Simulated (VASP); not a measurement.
# Zn (P2_1/m) in VASP: single point with PBE

Aim: the single point of Zn with PBE.

Everything below comes from runs of VASP 6.6.1. Logs are shortened: lines on timing, memory, paths and dates and some standing lists are left out, and cuts for length are marked.

### 1 The cell of the first run

The structure is monoclinic, space group P2_1/m (No. 11). Conventional cell: a = 2.665 Å, b = 4.947 Å, c = 2.665 Å, α = 90.00°, β = 120.00°, γ = 90.00°. Within 3.5 Å of Zn (site symmetry m) lie 12 Zn at 2.66 to 3.01 Å.

### 2 Single point, PBE (atom 1 (Zn) moved by (-0.200, +0.000) A along x and y)

Contents of INCAR:

```
PREC = Accurate ; ENCUT = 520
EDIFF = 1E-7 ; ISMEAR = 0
SIGMA = 0.15 ; LREAL = F
LASPH = T ; NELM = 80
ALGO = Fast ; ISIF = 2
LWAVE = F ; LCHARG = F
GGA = PE ; NBANDS = 19
```

Contents of KPOINTS:

```
Automatic mesh
0
Gamma
  24 24 10
```

Contents of POSCAR:

```
Zn
1.0
    2.6647980532      0.0000000000      0.0000000000
   -1.3323990266      2.3077828100      0.0000000000
    0.0000000000      0.0000000000      4.9467000000
Zn
2
Direct
    0.2582807417      0.6666666667      0.2500000000
    0.6666666667      0.3333333333      0.7500000000
```

Potentials or basis: VASP PAW PBE potentials, release 64 (Zn).

Started as:

```
cat potpaw_PBE.64/Zn/POTCAR > POTCAR
mpirun -np 1 vasp_std > vasp.out
```

OUTCAR:

```text
PREC = Accurate
   ENCUT = 520
   EDIFF = 1E-7
   ISMEAR = 0
   LREAL = F
   LASPH = T
   NELM = 80
   ISIF = 2
   GGA = PE

 ion  position               nearest neighbor table
   1  0.258  0.667  0.250-   2 2.83   2 2.83   2 2.92   2 2.92   2 3.01   2 3.01
   2  0.667  0.333  0.750-   1 2.83   1 2.83   1 2.92   1 2.92   1 3.01   1 3.01

  LATTYP: Found a hexagonal cell.
 ALAT       =     2.6647980532
 C/A-ratio  =     1.8563132745

  Lattice vectors:

 A1 = (   2.6647980532,   0.0000000000,   0.0000000000)
 A2 = (  -1.3323990266,   2.3077828100,   0.0000000000)
 A3 = (   0.0000000000,   0.0000000000,   4.9467000000)

Analysis of symmetry for initial positions (statically):
=====================================================================
 Subroutine PRICEL returns:
 Original cell was already a primitive cell.

 Routine SETGRP: Setting up the symmetry group for a
 hexagonal supercell.

 Subroutine GETGRP returns: Found  4 space group operations
 (whereof  1 operations were pure point group operations)
 out of a pool of 24 trial point group operations.

The static configuration has the point symmetry C_1 .
 The point group associated with its full space group is C_2h.

Analysis of symmetry for dynamics (positions and initial velocities):
=====================================================================
 Subroutine PRICEL returns:
 Original cell was already a primitive cell.

 Routine SETGRP: Setting up the symmetry group for a
 hexagonal supercell.

 Subroutine GETGRP returns: Found  4 space group operations
 (whereof  1 operations were pure point group operations)
 out of a pool of 24 trial point group operations.

The dynamic configuration has the point symmetry C_1 .
 The point group associated with its full space group is C_2h.

 Subroutine INISYM returns: Found  4 space group operations
 (whereof  1 operations are pure point group operations),
 and found     1 'primitive' translations

----------------------------------------------------------------------------------------

                                     Primitive cell

  volume of cell :      30.4211

  direct lattice vectors                    reciprocal lattice vectors
     2.664798053  0.000000000  0.000000000     0.375262958  0.216658170  0.000000000
    -1.332399027  2.307782810  0.000000000     0.000000000  0.433316340  0.000000000
     0.000000000  0.000000000  4.946700000     0.000000000  0.000000000  0.202154972

  length of vectors
     2.664798053  2.664798053  4.946700000     0.433316340  0.433316340  0.202154972

  position of ions in fractional coordinates (direct lattice)
     0.258280742  0.666666667  0.250000000
     0.666666667  0.333333333  0.750000000

  ion indices of the primitive-cell ions
   primitive index   ion index
                 1           1
                 2           2

----------------------------------------------------------------------------------------

 KPOINTS: Automatic mesh

Automatic generation of k-mesh.
 Grid dimensions read from file:
 generate k-points for:   24   24   10

 Generating k-lattice:

  Cartesian coordinates                     Fractional coordinates (reciprocal lattice)
     0.015635957  0.009027424  0.000000000     0.041666667 -0.000000000  0.000000000
     0.000000000  0.018054847  0.000000000     0.000000000  0.041666667  0.000000000
     0.000000000  0.000000000  0.020215497     0.000000000  0.000000000  0.100000000

  Length of vectors
     0.018054847  0.018054847  0.020215497

  Shift w.r.t. Gamma in fractional coordinates (k-lattice)
     0.000000000  0.000000000  0.000000000

 Subroutine IBZKPT returns following result:
 ===========================================

 Found   1740 irreducible k-points:

 Following reciprocal coordinates:
            Coordinates               Weight
  0.000000  0.000000  0.000000      1.000000
  0.041667  0.000000  0.000000      2.000000
  0.000000  0.041667  0.000000      2.000000
 -0.041667  0.041667  0.000000      2.000000
  0.083333  0.000000  0.000000      2.000000
  0.000000  0.083333  0.000000      2.000000
[... 16 lines left out ...]
  0.333333  0.000000  0.000000      2.000000
  0.000000  0.333333  0.000000      2.000000
 [... further k-points ...]
   k-points           NKPTS =   1740   k-points in BZ     NKDIM =   1740   number of bands    NBANDS=     19
   number of dos      NEDOS =    301   number of ions     NIONS =      2
   total plane-waves  NPLWV =  16000
   dimension x,y,z NGX =    20 NGY =   20 NGZ =   40
   dimension x,y,z NGXF=    40 NGYF=   40 NGZF=   80
   ions per type =               2
   NGX,Y,Z   is equivalent  to a cutoff of  12.48, 12.48, 13.44 a.u.
   NGXF,Y,Z  is equivalent  to a cutoff of  24.95, 24.95, 26.89 a.u.
 SYSTEM =  unknown system
   PREC   = accura    normal or accurate (medium, high low for compatibility)
   ISTART =      0    job   : 0-new  1-cont  2-samecut
   ICHARG =      2    charge: 1-file 2-atom 10-const
   ISPIN  =      1    spin polarized calculation?
   LNONCOLLINEAR =      F non collinear calculations
   LSORBIT =      F    spin-orbit coupling
   LASPH  =      T    aspherical Exc in radial PAW
   ENCUT  =  520.0 eV  38.22 Ry    6.18 a.u.   4.95  4.95  9.20*2*pi/ulx,y,z
   NELM   =     80;   NELMIN=  2; NELMDL= -5     # of ELM steps
   EDIFF  = 0.1E-06   stopping-criterion for ELM
   LREAL  =      F    real-space projection
   EDIFFG = 0.1E-05   stopping-criterion for IOM
   NSW    =      0    number of steps for IOM
   IBRION =     -1    ionic relax: 0-MD 1-quasi-New 2-CG
   NFREE  =      0    steps in history (QN), initial steepest desc. (CG)
   ISIF   =      2    stress and relaxation
   ISYM   =      2    0-nonsym 1-usesym 2-fastsym
   POTIM  = 0.5000    time-step for ionic-motion
   TEBEG  =    0.0;   TEEND  =   0.0 temperature during run
   PSTRESS=    0.0 pullay stress
   NELECT =      24.0000    total number of electrons
   NUPDOWN=      -1.0000    fix difference up-down
   EMIN   =  10.00;   EMAX   =-10.00  energy-range for DOS
   EFERMI =   0.00;   METHOD = LEGACY
   ISMEAR =     0;   SIGMA  =   0.15  broadening in eV -4-tet -1-fermi 0-gaus
   EFERMI_NEDOS =   21; number of points for ismear=-14 and -15
   IALGO  =     68    algorithm
   IMIX   =      4    mixing-type and parameters
     AMIX     =   0.40;   BMIX     =  1.00
     AMIX_MAG =   1.60;   BMIX_MAG =  1.00
  volume/ion in A,a.u.               =      15.21       102.65
  Fermi-wavevector in a.u.,A,eV,Ry     =   1.512703  2.858594 31.133805  2.288270
  Thomas-Fermi vector in A             =   2.622592
   LORBIT       =      0    0 simple, 1 ext, 2 COOP (PROOUT), +10 PAW based schemes
   GGA     = PE    functional components
   LHFCALC =     F    Hartree Fock is set to
   AEXX    =    0.0000 exact exchange contribution
   IVDW    =     0    specifies the selected vdW correction
   LEPSILON=     F    determine dielectric tensor
   LRPA    =     F    only Hartree local field effects (RPA)
 non-spin polarized calculation
 RMM-DIIS sequential band-by-band and
 Gauss-broadening in eV      SIGMA  =   0.15
  energy-cutoff  :      520.00
  volume of cell :       30.42
 maximum number of plane-waves:       855
   NGX =  9   NGY =  9   NGZ = 19

 number of electron      24.0000012 magnetization

 Free energy of the ion-electron system (eV)
  ---------------------------------------------------
  ext. energy  EPLUGINS =         0.00000000
  ---------------------------------------------------
  free energy    TOTEN  =        -2.20633015 eV

  energy without entropy =       -2.20226890  energy(sigma->0) =       -2.20429952

 E-fermi :   3.1233     XC(G=0): -11.5505

 val. band max:        3.1200038292   @ k =   0.0833   0.2083  -0.1000
 cond. band min:       3.1237905830   @ k =   0.2917  -0.0833  -0.1000
 fundamental gap:      0.0037867537
 Fermi energy:         3.1233325316

 k-point     1 :       0.0000    0.0000    0.0000
  band No.  band energies     occupation
      1      -7.2888      2.00000
      2      -5.4921      2.00000
      3      -4.8236      2.00000
      4      -4.5821      2.00000
      5      -4.5588      2.00000
      6      -4.5324      2.00000
[... 11 lines left out ...]
     18      21.6364      0.00000
     19      22.4866      0.00000

 k-point     2 :       0.0417    0.0000    0.0000
  band No.  band energies     occupation
      1      -7.2370      2.00000
      2      -5.4691      2.00000
      3      -4.8183      2.00000
      4      -4.5872      2.00000
      5      -4.5480      2.00000
      6      -4.5215      2.00000
[... 11 lines left out ...]
     18      21.5277      0.00000
     19      22.6191      0.00000

 k-point     3 :       0.0000    0.0417    0.0000
  band No.  band energies     occupation
      1      -7.2371      2.00000
      2      -5.4693      2.00000
      3      -4.8177      2.00000
      4      -4.5828      2.00000
      5      -4.5518      2.00000
      6      -4.5333      2.00000
[... 11 lines left out ...]
     18      21.3163      0.00000
     19      22.7999      0.00000

 k-point     4 :      -0.0417    0.0417    0.0000
  band No.  band energies     occupation
      1      -7.2373      2.00000
      2      -5.4697      2.00000
      3      -4.8177      2.00000
      4      -4.5714      2.00000
      5      -4.5620      2.00000
      6      -4.5372      2.00000
[... 407 lines left out ...]
     18      18.0754      0.00000
     19      19.7202      0.00000

 k-point    23 :       0.3333    0.0000    0.0000
  band No.  band energies     occupation
      1      -5.2426      2.00000
      2      -5.1198      2.00000
      3      -4.8437      2.00000
      4      -4.5586      2.00000
      5      -4.5480      2.00000
      6      -4.4310      2.00000
[... 11 lines left out ...]
     18      17.7067      0.00000
     19      19.7685      0.00000

 k-point    24 :       0.0000    0.3333    0.0000
  band No.  band energies     occupation
      1      -5.2575      2.00000
      2      -5.1456      2.00000
      3      -4.8975      2.00000
      4      -4.5828      2.00000
      5      -4.4884      2.00000
      6      -4.3526      2.00000
[... 11 lines left out ...]
     18      17.3754      0.00000
     19      20.1655      0.00000

 [... further k-points ...]

------------------------ aborting loop because EDIFF is reached ----------------------------------------

  FORCE on cell =-STRESS in cart. coord.  units (eV):
  Direction    XX          YY          ZZ          XY          YZ          ZX
  --------------------------------------------------------------------------------------
  -------------------------------------------------------------------------------------
  Total       -0.0768616     -0.1106956      0.3090724     -0.0689868      0.0000000      0.0000000
  in kB       -4.0480444     -5.8299697     16.2778095     -3.6333067      0.0000000      0.0000000
  external PRESSURE =       2.1332651 kB  Pullay stress =       0.0000000 kB

 VOLUME and BASIS-vectors are now :
 -----------------------------------------------------------------------------
  energy-cutoff  :      520.00
  volume of cell :       30.42
      direct lattice vectors                 reciprocal lattice vectors
     2.664798053  0.000000000  0.000000000     0.375262958  0.216658170  0.000000000
    -1.332399027  2.307782810  0.000000000     0.000000000  0.433316340  0.000000000
     0.000000000  0.000000000  4.946700000     0.000000000  0.000000000  0.202154972

 POSITION                                       TOTAL-FORCE (eV/Angst)
 -----------------------------------------------------------------------------------
     -0.20000      1.53852      1.23667         0.102571      0.023265      0.000000
      1.33240      0.76926      3.71002        -0.102571     -0.023265      0.000000
 -----------------------------------------------------------------------------------
    total drift:                               -0.000001      0.000000     -0.000000

  FREE ENERGIE OF THE ION-ELECTRON SYSTEM (eV)
  ---------------------------------------------------
  free  energy   TOTEN  =        -2.2063301476 eV

  energy  without entropy=       -2.2022688974  energy(sigma->0) =       -2.20429952
```

Wall time 5.7 min (1 thread of Intel Xeon 6975P-C (Granite Rapids), shared host); peak memory 0.83 GiB.

Results:

```
Free energy            : -2.2063 eV
Pressure               : 0.2 GPa
Largest force          : 0.105 eV/Å
Band gap on the k mesh : zero (bands 12 and 13 overlap by 4.53 eV)
```

Forces on the atoms (eV/Å):
```
Zn   0.103  0.023  0.000
Zn  -0.103 -0.023  0.000
```

Stress tensor (GPa, compression positive):
```
-0.40 -0.36  0.00
-0.36 -0.58  0.00
 0.00  0.00  1.63
```

Caveat: the cell differs from its parent crystal (atom 1 (Zn) moved by (-0.200, +0.000) A along x and y).
